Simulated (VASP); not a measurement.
Wanted: the native input for a VASP 6.6.1 run.

| Quantity | Value |
| --- | --- |
| Task | single point |
| Functional | PBE |
| Potentials or basis | VASP PAW PBE potentials, release 64 (Pt) |
| Cutoff | 500 eV |
| k mesh | 10 × 10 × 10 |
| Occupations | fermi-dirac, width 0.05 eV |
| Spin | no spin polarisation |
| Dipole correction | no |
| Further INCAR settings | ALGO = Normal; EDIFF = 1e-06; NBANDS = 11 |

The structure of Pt lies in POSCAR:

```
Pt
1.0
   -0.0098045000      1.9609000000      1.9609000000
    1.9609000000     -0.0098045000      1.9609000000
    1.9510955000      1.9510955000      0.0000000000
Pt
1
Direct
    0.0000000000      0.0000000000      0.0000000000
```

One way to write it, as run:

INCAR

```
PREC = Accurate
ENCUT = 500
EDIFF = 1E-6
ISMEAR = -1
SIGMA = 0.05
LREAL = False
LASPH = True
NELM = 120
ALGO = Normal
ISIF = 2
LWAVE = False
LCHARG = False
GGA = PE
NBANDS = 11
GGA_COMPAT = False
```

KPOINTS

```
Automatic mesh
0
Gamma
  10 10 10
```

Potentials or basis: VASP PAW PBE potentials, release 64 (Pt).

Command:

```sh
$ cat potpaw_PBE.64/Pt/POTCAR > POTCAR
$ mpirun -np 1 vasp_std > vasp.out
```

Results of the run:

```
Pressure               : 9.8 GPa
Band gap on the k mesh : zero (bands 5 and 6 overlap by 2.22 eV)
```

Caveat: the cell stands under pressure; spin-orbit coupling is left out, which moves the levels of the heavy elements.

Wall time 18 s on 1 thread of Intel(R) Xeon(R) Platinum 8488C (Sapphire Rapids), on a shared host, peak memory 0.14 GiB.
